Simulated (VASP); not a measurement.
# Cd (Cmce) in VASP: single point with PBEsol

Aim: the single point of Cd with PBEsol.

Program: VASP 6.6.1. These are calculated values, not measurements. Logs are shortened: lines on timing, memory, paths and dates and some standing lists are left out, and cuts for length are marked.

### 1 The cell of the first run

The typed cell holds 4 atoms: a = 5.956 Å, b = 5.956 Å, c = 4.679 Å, α = 90.00°, β = 90.00°, γ = 147.43°.

### 2 Single point, PBEsol

INCAR

```
PREC = Accurate
ENCUT = 520
EDIFF = 1E-7
ISMEAR = 0
SIGMA = 0.1
LREAL = F
LASPH = T
NELM = 100
ALGO = Normal
ISIF = 2
LWAVE = F
LCHARG = F
GGA = PS
NBANDS = 32
```

KPOINTS

```
regular mesh
0
Gamma
  6 6 4
```

POSCAR

```
Cd
1.0
    1.6702560909     -5.7166776227      0.0000000000
    1.6702560909      5.7166776227      0.0000000000
    0.0000000000      0.0000000000      4.6791860499
Cd
4
Direct
    0.1305648600      0.8694351400      0.9998295682
    0.6305648600      0.3694351400      0.5001704318
    0.8694351400      0.1305648600      0.0001704318
    0.3694351400      0.6305648600      0.4998295682
```

Potentials or basis: VASP PAW PBE potentials, release 64 (Cd).

Started as:

```
> cat potpaw_PBE.64/Cd/POTCAR > POTCAR
> mpirun -np 1 vasp_std > vasp.out
```

OUTCAR:

```text
PREC = Accurate
   ENCUT = 520
   EDIFF = 1E-7
   ISMEAR = 0
   LREAL = F
   LASPH = T
   NELM = 100
   ISIF = 2
   GGA = PS

 ion  position               nearest neighbor table
   1  0.131  0.869  1.000-   2 2.87   2 2.87   2 2.88   2 2.88   3 2.99   3 3.20   3 3.20   4 3.60
                             4 3.60
   2  0.631  0.369  0.500-   1 2.87   1 2.87   1 2.88   1 2.88   4 2.99   4 3.20   4 3.20   3 3.60
                             3 3.60
   3  0.869  0.131  0.000-   4 2.87   4 2.87   4 2.88   4 2.88   1 2.99   1 3.20   1 3.20   2 3.60
                             2 3.60
   4  0.369  0.631  0.500-   3 2.87   3 2.87   3 2.88   3 2.88   2 2.99   2 3.20   2 3.20   1 3.60
                             1 3.60

  LATTYP: Found a base centered orthorhombic cell.
 ALAT       =     3.3405121818
 B/A-ratio  =     3.4226353994
 C/A-ratio  =     1.4007391068

  Lattice vectors:

 A1 = (   1.6702560909,  -5.7166776227,   0.0000000000)
 A2 = (   1.6702560909,   5.7166776227,   0.0000000000)
 A3 = (   0.0000000000,   0.0000000000,   4.6791860499)

Analysis of symmetry for initial positions (statically):
=====================================================================
 Subroutine PRICEL returns:
 Original cell was already a primitive cell.

 Routine SETGRP: Setting up the symmetry group for a
 base centered orthorhombic supercell.

 Subroutine GETGRP returns: Found  8 space group operations
 (whereof  4 operations were pure point group operations)
 out of a pool of  8 trial point group operations.

The static configuration has the point symmetry C_2h.
 The point group associated with its full space group is D_2h.

Analysis of symmetry for dynamics (positions and initial velocities):
=====================================================================
 Subroutine PRICEL returns:
 Original cell was already a primitive cell.

 Routine SETGRP: Setting up the symmetry group for a
 base centered orthorhombic supercell.

 Subroutine GETGRP returns: Found  8 space group operations
 (whereof  4 operations were pure point group operations)
 out of a pool of  8 trial point group operations.

The dynamic configuration has the point symmetry C_2h.
 The point group associated with its full space group is D_2h.

 Subroutine INISYM returns: Found  8 space group operations
 (whereof  4 operations are pure point group operations),
 and found     1 'primitive' translations

----------------------------------------------------------------------------------------

                                     Primitive cell

  volume of cell :      89.3567

  direct lattice vectors                    reciprocal lattice vectors
     1.670256091 -5.716677623  0.000000000     0.299355292 -0.087463389  0.000000000
     1.670256091  5.716677623  0.000000000     0.299355292  0.087463389  0.000000000
     0.000000000  0.000000000  4.679186050     0.000000000  0.000000000  0.213712383

  length of vectors
     5.955682870  5.955682870  4.679186050     0.311870863  0.311870863  0.213712383

  position of ions in fractional coordinates (direct lattice)
     0.130564860  0.869435140  0.999829568
     0.630564860  0.369435140  0.500170432
     0.869435140  0.130564860  0.000170432
     0.369435140  0.630564860  0.499829568

  ion indices of the primitive-cell ions
   primitive index   ion index
                 1           1
                 2           2
                 3           3
                 4           4

----------------------------------------------------------------------------------------

 KPOINTS: regular mesh

Automatic generation of k-mesh.
 Grid dimensions read from file:
 generate k-points for:    6    6    4

 Generating k-lattice:

  Cartesian coordinates                     Fractional coordinates (reciprocal lattice)
     0.049892549 -0.014577232  0.000000000     0.166666667  0.000000000  0.000000000
     0.049892549  0.014577232  0.000000000     0.000000000  0.166666667  0.000000000
     0.000000000  0.000000000  0.053428096     0.000000000  0.000000000  0.250000000

  Length of vectors
     0.051978477  0.051978477  0.053428096

  Shift w.r.t. Gamma in fractional coordinates (k-lattice)
     0.000000000  0.000000000  0.000000000

 Subroutine IBZKPT returns following result:
 ===========================================

 Found     39 irreducible k-points:

 Following reciprocal coordinates:
            Coordinates               Weight
  0.000000  0.000000  0.000000      1.000000
  0.166667  0.000000  0.000000      4.000000
  0.333333 -0.000000  0.000000      4.000000
  0.500000  0.000000  0.000000      2.000000
  0.166667  0.166667  0.000000      2.000000
  0.333333  0.166667  0.000000      4.000000
[... 16 lines left out ...]
  0.333333  0.333333  0.250000      4.000000
  0.500000  0.333333  0.250000      8.000000
 [... further k-points ...]
   k-points           NKPTS =     39   k-points in BZ     NKDIM =     39   number of bands    NBANDS=     32
   number of dos      NEDOS =    301   number of ions     NIONS =      4
   total plane-waves  NPLWV =  82944
   dimension x,y,z NGX =    48 NGY =   48 NGZ =   36
   dimension x,y,z NGXF=    96 NGYF=   96 NGZF=   72
   ions per type =               4
   NGX,Y,Z   is equivalent  to a cutoff of  13.40, 13.40, 12.79 a.u.
   NGXF,Y,Z  is equivalent  to a cutoff of  26.80, 26.80, 25.58 a.u.
 SYSTEM =  unknown system
   PREC   = accura    normal or accurate (medium, high low for compatibility)
   ISTART =      0    job   : 0-new  1-cont  2-samecut
   ICHARG =      2    charge: 1-file 2-atom 10-const
   ISPIN  =      1    spin polarized calculation?
   LNONCOLLINEAR =      F non collinear calculations
   LSORBIT =      F    spin-orbit coupling
   LASPH  =      T    aspherical Exc in radial PAW
   ENCUT  =  520.0 eV  38.22 Ry    6.18 a.u.  11.07 11.07  8.70*2*pi/ulx,y,z
   NELM   =    100;   NELMIN=  2; NELMDL= -5     # of ELM steps
   EDIFF  = 0.1E-06   stopping-criterion for ELM
   LREAL  =      F    real-space projection
   EDIFFG = 0.1E-05   stopping-criterion for IOM
   NSW    =      0    number of steps for IOM
   IBRION =     -1    ionic relax: 0-MD 1-quasi-New 2-CG
   NFREE  =      0    steps in history (QN), initial steepest desc. (CG)
   ISIF   =      2    stress and relaxation
   ISYM   =      2    0-nonsym 1-usesym 2-fastsym
   POTIM  = 0.5000    time-step for ionic-motion
   TEBEG  =    0.0;   TEEND  =   0.0 temperature during run
   PSTRESS=    0.0 pullay stress
   NELECT =      48.0000    total number of electrons
   NUPDOWN=      -1.0000    fix difference up-down
   EMIN   =  10.00;   EMAX   =-10.00  energy-range for DOS
   EFERMI =   0.00;   METHOD = LEGACY
   ISMEAR =     0;   SIGMA  =   0.10  broadening in eV -4-tet -1-fermi 0-gaus
   EFERMI_NEDOS =   21; number of points for ismear=-14 and -15
   IALGO  =     38    algorithm
   IMIX   =      4    mixing-type and parameters
     AMIX     =   0.40;   BMIX     =  1.00
     AMIX_MAG =   1.60;   BMIX_MAG =  1.00
  volume/ion in A,a.u.               =      22.34       150.75
  Fermi-wavevector in a.u.,A,eV,Ry     =   1.330800  2.514848 24.096318  1.771029
  Thomas-Fermi vector in A             =   2.459860
   LORBIT       =      0    0 simple, 1 ext, 2 COOP (PROOUT), +10 PAW based schemes
   GGA     = PS    functional components
   LHFCALC =     F    Hartree Fock is set to
   AEXX    =    0.0000 exact exchange contribution
   IVDW    =     0    specifies the selected vdW correction
   LEPSILON=     F    determine dielectric tensor
   LRPA    =     F    only Hartree local field effects (RPA)
 non-spin polarized calculation
 Gauss-broadening in eV      SIGMA  =   0.10
  energy-cutoff  :      520.00
  volume of cell :       89.36
 maximum number of plane-waves:      2426
 NGX is ok and might be reduce to    48
   NGX = 23   NGY = 23   NGZ = 17

 number of electron      48.0000005 magnetization

 Free energy of the ion-electron system (eV)
  ---------------------------------------------------
  ext. energy  EPLUGINS =         0.00000000
  ---------------------------------------------------
  free energy    TOTEN  =        -4.41798497 eV

  energy without entropy =       -4.41071756  energy(sigma->0) =       -4.41435127

 E-fermi :   2.4905     XC(G=0): -10.9994

 val. band max:        2.4601004634   @ k =   0.3333   0.1667   0.2500
 cond. band min:       2.5204484947   @ k =   0.5000   0.1667   0.2500
 fundamental gap:      0.0603480312
 Fermi energy:         2.4904642194

 k-point     1 :       0.0000    0.0000    0.0000
  band No.  band energies     occupation
      1      -7.2372      2.00000
      2      -7.2085      2.00000
      3      -7.2019      2.00000
      4      -7.1868      2.00000
      5      -7.1606      2.00000
      6      -7.1264      2.00000
[... 24 lines left out ...]
     31      10.1756      0.00000
     32      12.0337      0.00000

 k-point     2 :       0.1667    0.0000    0.0000
  band No.  band energies     occupation
      1      -7.1315      2.00000
      2      -7.1068      2.00000
      3      -7.1040      2.00000
      4      -7.0751      2.00000
      5      -7.0746      2.00000
      6      -7.0461      2.00000
[... 24 lines left out ...]
     31      10.5548      0.00000
     32      12.5927      0.00000

 k-point     3 :       0.3333   -0.0000    0.0000
  band No.  band energies     occupation
      1      -7.0119      2.00000
      2      -6.9377      2.00000
      3      -6.9267      2.00000
      4      -6.8599      2.00000
      5      -6.7930      2.00000
      6      -6.7367      2.00000
[... 24 lines left out ...]
     31       9.5386      0.00000
     32       9.7021      0.00000

 k-point     4 :       0.5000    0.0000    0.0000
  band No.  band energies     occupation
      1      -6.8188      2.00000
      2      -6.8188      2.00000
      3      -6.7628      2.00000
      4      -6.7628      2.00000
      5      -6.7468      2.00000
      6      -6.7468      2.00000
[... 654 lines left out ...]
     31      11.6767      0.00000
     32      12.1934      0.00000

 k-point    23 :       0.3333    0.3333    0.2500
  band No.  band energies     occupation
      1      -7.2837      2.00000
      2      -7.1400      2.00000
      3      -6.9945      2.00000
      4      -6.9159      2.00000
      5      -6.8624      2.00000
      6      -6.8602      2.00000
[... 24 lines left out ...]
     31       9.0102      0.00000
     32       9.6350      0.00000

 k-point    24 :       0.5000    0.3333    0.2500
  band No.  band energies     occupation
      1      -7.2189      2.00000
      2      -7.0492      2.00000
      3      -7.0112      2.00000
      4      -6.8869      2.00000
      5      -6.8755      2.00000
      6      -6.8493      2.00000
[... 24 lines left out ...]
     31       9.3060      0.00000
     32      10.1977      0.00000

 [... further k-points ...]

------------------------ aborting loop because EDIFF is reached ----------------------------------------

  FORCE on cell =-STRESS in cart. coord.  units (eV):
  Direction    XX          YY          ZZ          XY          YZ          ZX
  --------------------------------------------------------------------------------------
  -------------------------------------------------------------------------------------
  Total        0.3047514      0.2372865      0.2697233      0.0000000      0.0000000      0.0000000
  in kB        5.4642330      4.2545783      4.8361752      0.0000000      0.0000000      0.0000000
  external PRESSURE =       4.8516622 kB  Pullay stress =       0.0000000 kB

 VOLUME and BASIS-vectors are now :
 -----------------------------------------------------------------------------
  energy-cutoff  :      520.00
  volume of cell :       89.36
      direct lattice vectors                 reciprocal lattice vectors
     1.670256091 -5.716677623  0.000000000     0.299355292 -0.087463389  0.000000000
     1.670256091  5.716677623  0.000000000     0.299355292  0.087463389  0.000000000
     0.000000000  0.000000000  4.679186050     0.000000000  0.000000000  0.213712383

 POSITION                                       TOTAL-FORCE (eV/Angst)
 -----------------------------------------------------------------------------------
      1.67026      4.22388      4.67839         0.000000     -0.014175      0.007456
      1.67026     -1.49279      2.34039         0.000000     -0.014175     -0.007456
      1.67026     -4.22388      0.00080         0.000000      0.014175     -0.007456
      1.67026      1.49279      2.33880         0.000000      0.014175      0.007456
 -----------------------------------------------------------------------------------
    total drift:                               -0.000000     -0.000000     -0.000000

  FREE ENERGIE OF THE ION-ELECTRON SYSTEM (eV)
  ---------------------------------------------------
  free  energy   TOTEN  =        -4.4179849689 eV

  energy  without entropy=       -4.4107175616  energy(sigma->0) =       -4.41435127
```

It took 2.1 min on 1 thread of Intel Xeon 6975P-C, shared host; peak memory 0.3 GiB.

Results:

```
Free energy            : -4.4180 eV
Pressure               : 0.5 GPa
Largest force          : 0.016 eV/Å
Band gap on the k mesh : zero (band 24 reaches 4.74 eV, above the bottom of band 25 at 1.63 eV)
```

Forces on the atoms (eV/Å):
```
Cd   0.000 -0.014  0.007
Cd   0.000 -0.014 -0.007
Cd   0.000  0.014 -0.007
Cd   0.000  0.014  0.007
```

Stress tensor (GPa, compression positive):
```
0.55 0.00 0.00
0.00 0.43 0.00
0.00 0.00 0.48
```

Caveat: the PAW data sets were made with another functional, which shifts forces and pressure a little.
